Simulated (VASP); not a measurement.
Wanted: the native input for a VASP 6.6.1 run.

```
Task                   : single point
Functional             : PBE
Potentials or basis    : VASP PAW PBE potentials, release 64 (Ca_sv)
Cutoff                 : 520 eV
k mesh                 : 10 × 10 × 10
Occupations            : methfessel-paxton, width 0.3 eV
Spin                   : no spin polarisation
Dipole correction      : no
Further INCAR settings : ALGO = Normal; EDIFF = 1e-06; NBANDS = 11
```

The structure of Ca lies in POSCAR:

```
Ca
1.0
    0.0000000000      2.7627089163      2.7627089163
    2.7627089163      0.0000000000      2.7627089163
    2.7627089163      2.7627089163      0.0000000000
Ca
1
Direct
    0.0000000000      0.0000000000      0.0000000000
```

These files were run (other wordings do the same):

INCAR

```
  PREC = Accurate
  ENCUT = 520
  EDIFF = 1E-6
  ISMEAR = 1
  SIGMA = 0.3
  LREAL = F
  LASPH = T
  NELM = 60
  ALGO = Normal
  ISIF = 2
  LWAVE = F
  LCHARG = F
  GGA = PE
  NBANDS = 11
```

KPOINTS

```
regular mesh
0
Gamma
  10 10 10
```

Potentials or basis: VASP PAW PBE potentials, release 64 (Ca_sv).

Run with:

```sh
$ cat potpaw_PBE.64/Ca_sv/POTCAR > POTCAR
$ mpirun -np 1 vasp_std > vasp.out
```

It gave:

```
Pressure               : 0.0 GPa
Band gap on the k mesh : zero (bands 5 and 6 overlap by 0.27 eV)
```

Caveat: so wide a smearing shifts energies and pressures.

Run time: 21 s on 1 thread of Intel Xeon 8259CL, with other jobs on the host, peak memory 0.17 GiB.
